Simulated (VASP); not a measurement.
# Ge (P6/mmm) in VASP: a series of runs, part 2 of 2

VASP 6.6.1. Earlier steps stand in the parts before.

## Step 4: Single point, PBE (volume scaled by 0.5)

Contents of INCAR:

```
SYSTEM = Ge
ALGO     = Normal         ! electronic algorithm
EDIFF    = 1E-6           ! SCF threshold, eV
ENCUT    = 520            ! plane-wave cutoff, eV
GGA      = PE             ! functional
ISIF     = 2              ! what is computed and relaxed
ISMEAR   = -1             ! smearing method
LASPH    = .TRUE.         ! aspherical terms in the spheres
LCHARG   = .FALSE.        ! write CHGCAR
LREAL    = .FALSE.        ! projectors in reciprocal space
LWAVE    = .FALSE.        ! write WAVECAR
NBANDS   = 13             ! bands
NELM     = 60             ! most SCF steps
PREC     = Accurate       ! precision mode
SIGMA    = 0.1            ! smearing width, eV
```

Contents of KPOINTS:

```
k-points
0
G
  17 17 15
  0 0 0
```

Contents of POSCAR:

```
Ge
1.0
    2.2870646775      0.0000000000      0.0000000000
   -1.1435323388      1.9806561108      0.0000000000
    0.0000000000      0.0000000000      2.1402325657
Ge
1
Direct
    0.0000000000      0.0000000000      0.0000000000
```

Potentials or basis: VASP PAW PBE potentials, release 64 (Ge_d).

Run with:

```sh
cat potpaw_PBE.64/Ge_d/POTCAR > POTCAR
mpirun -np 1 vasp_std > vasp.out
```

OUTCAR:

```text
SYSTEM = Ge
   EDIFF = 1E-6
   ENCUT = 520
   GGA = PE
   ISIF = 2
   ISMEAR = -1
   LASPH = .TRUE.
   LREAL = .FALSE.
   NELM = 60
   PREC = Accurate

 ion  position               nearest neighbor table
   1  0.000  0.000  0.000-

  LATTYP: Found a hexagonal cell.
 ALAT       =     2.2870646775
 C/A-ratio  =     0.9357988809

  Lattice vectors:

 A1 = (   2.2870646775,   0.0000000000,   0.0000000000)
 A2 = (  -1.1435323388,   1.9806561108,   0.0000000000)
 A3 = (   0.0000000000,   0.0000000000,   2.1402325657)

Analysis of symmetry for initial positions (statically):
=====================================================================
 Subroutine PRICEL returns:
 Original cell was already a primitive cell.

 Routine SETGRP: Setting up the symmetry group for a
 hexagonal supercell.

 Subroutine GETGRP returns: Found 24 space group operations
 (whereof 24 operations were pure point group operations)
 out of a pool of 24 trial point group operations.

The static configuration has the point symmetry D_6h.

Analysis of symmetry for dynamics (positions and initial velocities):
=====================================================================
 Subroutine PRICEL returns:
 Original cell was already a primitive cell.

 Routine SETGRP: Setting up the symmetry group for a
 hexagonal supercell.

 Subroutine GETGRP returns: Found 24 space group operations
 (whereof 24 operations were pure point group operations)
 out of a pool of 24 trial point group operations.

The dynamic configuration has the point symmetry D_6h.

 Subroutine INISYM returns: Found 24 space group operations
 (whereof 24 operations are pure point group operations),
 and found     1 'primitive' translations

----------------------------------------------------------------------------------------

                                     Primitive cell

  volume of cell :       9.6950

  direct lattice vectors                    reciprocal lattice vectors
     2.287064678  0.000000000  0.000000000     0.437241679  0.252441601  0.000000000
    -1.143532339  1.980656111  0.000000000     0.000000000  0.504883202  0.000000000
     0.000000000  0.000000000  2.140232566     0.000000000  0.000000000  0.467238942

  length of vectors
     2.287064678  2.287064678  2.140232566     0.504883202  0.504883202  0.467238942

  position of ions in fractional coordinates (direct lattice)
     0.000000000  0.000000000  0.000000000

  ion indices of the primitive-cell ions
   primitive index   ion index
                 1           1

----------------------------------------------------------------------------------------

 KPOINTS: k-points

Automatic generation of k-mesh.
 Grid dimensions read from file:
 generate k-points for:   17   17   15

 Generating k-lattice:

  Cartesian coordinates                     Fractional coordinates (reciprocal lattice)
     0.025720099  0.014849506  0.000000000     0.058823529 -0.000000000  0.000000000
     0.000000000  0.029699012  0.000000000     0.000000000  0.058823529  0.000000000
     0.000000000  0.000000000  0.031149263     0.000000000  0.000000000  0.066666667

  Length of vectors
     0.029699012  0.029699012  0.031149263

  Shift w.r.t. Gamma in fractional coordinates (k-lattice)
     0.000000000  0.000000000  0.000000000

 Subroutine IBZKPT returns following result:
 ===========================================

 Found    264 irreducible k-points:

 Following reciprocal coordinates:
            Coordinates               Weight
  0.000000  0.000000  0.000000      1.000000
  0.058824  0.000000  0.000000      6.000000
  0.117647  0.000000  0.000000      6.000000
  0.176471  0.000000  0.000000      6.000000
  0.235294  0.000000  0.000000      6.000000
  0.294118  0.000000  0.000000      6.000000
[... 16 lines left out ...]
  0.411765  0.117647  0.000000     12.000000
  0.176471  0.176471  0.000000      6.000000
 [... further k-points ...]
   k-points           NKPTS =    264   k-points in BZ     NKDIM =    264   number of bands    NBANDS=     13
   number of dos      NEDOS =    301   number of ions     NIONS =      1
   total plane-waves  NPLWV =   5184
   dimension x,y,z NGX =    18 NGY =   18 NGZ =   16
   dimension x,y,z NGXF=    36 NGYF=   36 NGZF=   32
   ions per type =               1
   NGX,Y,Z   is equivalent  to a cutoff of  13.08, 13.08, 12.43 a.u.
   NGXF,Y,Z  is equivalent  to a cutoff of  26.17, 26.17, 24.86 a.u.
 SYSTEM =  Ge
   PREC   = accura    normal or accurate (medium, high low for compatibility)
   ISTART =      0    job   : 0-new  1-cont  2-samecut
   ICHARG =      2    charge: 1-file 2-atom 10-const
   ISPIN  =      1    spin polarized calculation?
   LNONCOLLINEAR =      F non collinear calculations
   LSORBIT =      F    spin-orbit coupling
   LASPH  =      T    aspherical Exc in radial PAW
   ENCUT  =  520.0 eV  38.22 Ry    6.18 a.u.   4.25  4.25  3.98*2*pi/ulx,y,z
   NELM   =     60;   NELMIN=  2; NELMDL= -5     # of ELM steps
   EDIFF  = 0.1E-05   stopping-criterion for ELM
   LREAL  =      F    real-space projection
   EDIFFG = 0.1E-04   stopping-criterion for IOM
   NSW    =      0    number of steps for IOM
   IBRION =     -1    ionic relax: 0-MD 1-quasi-New 2-CG
   NFREE  =      0    steps in history (QN), initial steepest desc. (CG)
   ISIF   =      2    stress and relaxation
   ISYM   =      2    0-nonsym 1-usesym 2-fastsym
   POTIM  = 0.5000    time-step for ionic-motion
   TEBEG  =    0.0;   TEEND  =   0.0 temperature during run
   PSTRESS=    0.0 pullay stress
   NELECT =      14.0000    total number of electrons
   NUPDOWN=      -1.0000    fix difference up-down
   EMIN   =  10.00;   EMAX   =-10.00  energy-range for DOS
   EFERMI =   0.00;   METHOD = LEGACY
   ISMEAR =    -1;   SIGMA  =   0.10  broadening in eV -4-tet -1-fermi 0-gaus
   EFERMI_NEDOS =   21; number of points for ismear=-14 and -15
   IALGO  =     38    algorithm
   IMIX   =      4    mixing-type and parameters
     AMIX     =   0.40;   BMIX     =  1.00
     AMIX_MAG =   1.60;   BMIX_MAG =  1.00
  volume/ion in A,a.u.               =       9.70        65.43
  Fermi-wavevector in a.u.,A,eV,Ry     =   1.850410  3.496768 46.586591  3.424018
  Thomas-Fermi vector in A             =   2.900600
   LORBIT       =      0    0 simple, 1 ext, 2 COOP (PROOUT), +10 PAW based schemes
   GGA     = PE    functional components
   LHFCALC =     F    Hartree Fock is set to
   AEXX    =    0.0000 exact exchange contribution
   IVDW    =     0    specifies the selected vdW correction
   LEPSILON=     F    determine dielectric tensor
   LRPA    =     F    only Hartree local field effects (RPA)
 non-spin polarized calculation
  energy-cutoff  :      520.00
  volume of cell :        9.70
 maximum number of plane-waves:       284
 NGX is ok and might be reduce to    18
   NGX =  9   NGY =  9   NGZ =  7

 number of electron      13.9999998 magnetization

 Free energy of the ion-electron system (eV)
  ---------------------------------------------------
  ext. energy  EPLUGINS =         0.00000000
  ---------------------------------------------------
  free energy    TOTEN  =        -0.67993244 eV

  energy without entropy =       -0.67274630  energy(sigma->0) =       -0.67633937

 E-fermi :  16.9073     XC(G=0): -15.0537

 val. band max:       16.8996212623   @ k =   0.3529   0.2353   0.4667
 cond. band min:      16.9267866060   @ k =   0.1765   0.1765   0.2667
 fundamental gap:      0.0271653437
 Fermi energy:        16.9072851104

 k-point     1 :       0.0000    0.0000    0.0000
  band No.  band energies     occupation
      1     -10.1632      2.00000
      2      -9.4811      2.00000
      3      -9.4811      2.00000
      4      -8.7243      2.00000
      5      -8.7243      2.00000
      6      -4.2925      2.00000
      7      27.4791      0.00000
      8      30.8076      0.00000
      9      32.1334      0.00000
     10      32.1334      0.00000
     11      34.3544      0.00000
     12      36.1667      0.00000
     13      36.1667      0.00000
[... 353 lines left out ...]
 k-point    24 :       0.1765    0.1765    0.0000
  band No.  band energies     occupation
      1      -9.9336      2.00000
      2      -9.6192      2.00000
      3      -9.0806      2.00000
      4      -8.9392      2.00000
      5      -8.7969      2.00000
      6      -0.4765      2.00000
      7      17.9833      0.00004
      8      18.5752      0.00000
      9      31.6018      0.00000
     10      34.2409      0.00000
     11      37.3048      0.00000
     12      40.7520      0.00000
     13      50.0784      0.00000

 [... further k-points ...]

------------------------ aborting loop because EDIFF is reached ----------------------------------------

  FORCE on cell =-STRESS in cart. coord.  units (eV):
  Direction    XX          YY          ZZ          XY          YZ          ZX
  --------------------------------------------------------------------------------------
  -------------------------------------------------------------------------------------
  Total       13.7928975     13.7928975     13.7798970     -0.0000000      0.0000000     -0.0000000
  in kB     2279.3845360   2279.3845360   2277.2361018     -0.0000001      0.0000000     -0.0000000
  external PRESSURE =    2278.6683913 kB  Pullay stress =       0.0000000 kB

 VOLUME and BASIS-vectors are now :
 -----------------------------------------------------------------------------
  energy-cutoff  :      520.00
  volume of cell :        9.70
      direct lattice vectors                 reciprocal lattice vectors
     2.287064678  0.000000000  0.000000000     0.437241679  0.252441601  0.000000000
    -1.143532339  1.980656111  0.000000000     0.000000000  0.504883202  0.000000000
     0.000000000  0.000000000  2.140232566     0.000000000  0.000000000  0.467238942

 POSITION                                       TOTAL-FORCE (eV/Angst)
 -----------------------------------------------------------------------------------
      0.00000      0.00000      0.00000         0.000000      0.000000      0.000000
 -----------------------------------------------------------------------------------
    total drift:                                0.000000      0.000000      0.000000

  FREE ENERGIE OF THE ION-ELECTRON SYSTEM (eV)
  ---------------------------------------------------
  free  energy   TOTEN  =        -0.6799324399 eV

  energy  without entropy=       -0.6727462989  energy(sigma->0) =       -0.67633937
```

It took 10 s on 1 thread of Intel Xeon 6975P-C (Granite Rapids), shared host; peak memory 0.13 GiB.

What came out:

```yaml
Free_energy: -0.6799 eV
Pressure: 227.9 GPa
Band_gap_on_the_k_mesh: zero (band 7 reaches 27.68 eV, above the bottom of band 8 at 10.89 eV)
```

Stress tensor (GPa, compression positive):
```
227.94   0.00   0.00
  0.00 227.94   0.00
  0.00   0.00 227.72
```

Levels at points of the mesh, in eV from the Fermi level:
| k point | band 3 | band 4 | band 5 | band 6 | band 7 | band 8 | band 9 | band 10 | band 11 | band 12 |
| --- | --- | --- | --- | --- | --- | --- | --- | --- | --- | --- |
| (0.00, 0.00, 0.00) | -26.39 | -25.63 | -25.63 | -21.20 | 10.57 | 13.90 | 15.23 | 15.23 | 17.45 | 19.26 |
